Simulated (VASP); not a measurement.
Here is a VASP 6.6.1 calculation.

INCAR

```
SYSTEM = InSb
PREC     = Accurate       ! precision mode
ENCUT    = 520            ! plane-wave cutoff, eV
EDIFF    = 1E-6           ! SCF threshold, eV
ISMEAR   = -1             ! smearing method
SIGMA    = 0.08           ! smearing width, eV
LREAL    = .False.        ! projectors in reciprocal space
LASPH    = .True.         ! aspherical terms in the spheres
NELM     = 100            ! most SCF steps
ALGO     = Normal         ! electronic algorithm
ISIF     = 2              ! what is computed and relaxed
LWAVE    = .False.        ! write WAVECAR
LCHARG   = .False.        ! write CHGCAR
NBANDS   = 26             ! bands
```

File KPOINTS:

```
Automatic mesh
0
Gamma
  6 6 11
  0 0 0
```

POSCAR

```
InSb
1.0
    5.2845992329      0.0000000000      0.0000000000
    0.0000000000      5.6348013474      0.0000000000
    0.0000000000      0.0000000000      3.0216030335
In Sb
2 2
Direct
    0.0000000000      0.0000000000      0.0000000000
    0.5000000000      0.5000000000      0.0000000000
    0.5000000000      0.0000000000      0.8350000000
    0.0000000000      0.5000000000      0.1650000000
```

Potentials or basis: VASP PAW LDA potentials, release 64 (In_d, Sb).

The run is started by

```console
$ cat potpaw_LDA.64/In_d/POTCAR potpaw_LDA.64/Sb/POTCAR > POTCAR
$ mpirun -np 1 vasp_std > vasp.out
```

Problem. Predict the pressure.

Solution. 16.8 GPa.

Problem. Predict the band gap on the k mesh.

Solution. Zero (band 18 reaches 11.79 eV, above the bottom of band 19 at 8.28 eV).

Forces in eV/Å, atoms in the order of the input:
```
In   0.000  0.000  0.280
In   0.000  0.000 -0.280
Sb   0.000  0.000 -0.728
Sb   0.000  0.000  0.728
```

Caveat: spin-orbit coupling is left out, which moves the levels of the heavy elements.
